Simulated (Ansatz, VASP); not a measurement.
Al in VASP and in Ansatz

```
CELL_PARAMETERS angstrom
0.00000 2.00823 2.00823
2.00823 0.00000 2.00823
2.00823 2.00823 0.00000
ATOMIC_POSITIONS crystal
Al 0.00000 0.00000 0.00000
```

Alike in both runs: functional PBEsol; k mesh 20 × 20 × 20; occupations fermi-dirac, width 0.15 eV; no spin polarisation.

Ansatz relaxed the structure, and its values are those at the end. VASP's run is a single point on that final structure, the one shown.

```csv
,VASP,Ansatz
version,VASP 6.6.1,Ansatz 0.2.0
potentials or method,"VASP PAW PBE potentials, release 64 (Al), cutoff 520 eV","scalar-relativistic, plane waves, PAW"
valence electrons in the cell,3,3
```

|  | VASP | Ansatz | Ansatz less VASP |
| --- | --- | --- | --- |
| gap on the k mesh at the Fermi level (eV) | none | none | - |
| pressure (GPa) | 0.1 | 0.0 | -0.06 |

VASP's potentials were made for PBE, not for PBEsol. A gap of «none» marks a metal or a gap that the smearing closes.
